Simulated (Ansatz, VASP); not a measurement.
**CdTe: VASP beside Ansatz**

```
Cd Te
1.0
     0.00000    3.11680    3.37755
     3.37755    0.00000    3.37755
     3.37755    3.11680    0.00000
Cd Te
1 1
Cartesian
  0.0000 0.0000 0.0000
  5.0663 4.6752 5.0663
```

Alike in both runs: task single point; functional LDA; k mesh 8 × 8 × 8; occupations gaussian, width 0.05 eV; no spin polarisation.

|  | VASP | Ansatz |
| --- | --- | --- |
| version | VASP 6.6.1 | Ansatz 0.2.0 |
| potentials or method | VASP PAW LDA potentials, release 64 (Cd, Te), cutoff 520 eV | scalar-relativistic, plane waves, PAW |
| valence electrons in the cell | 18 | 36 |

Ansatz gave:

| Property | Result |
| --- | --- |
| gap on the k mesh at the Fermi level (eV) | 0.22 |
| least direct gap on the mesh (eV) | 0.22 |
| pressure (GPa) | -3.1 |
| traceless stress, the component that is largest in VASP (GPa) | 0.97 |

Problem. Which values does VASP return?

Solution. gap on the k mesh at the Fermi level (eV): 0.26; least direct gap on the mesh (eV): 0.26; pressure (GPa): -2.9; traceless stress, the component that is largest in VASP (GPa): 0.96.

LDA's correlation is that of Perdew and Zunger in VASP and of Perdew and Wang (1992) in Ansatz. VASP's potentials hold 18 valence electrons a cell and Ansatz's 36, so a difference there can come from the potentials and not from the codes.

Spin-orbit coupling is off throughout.
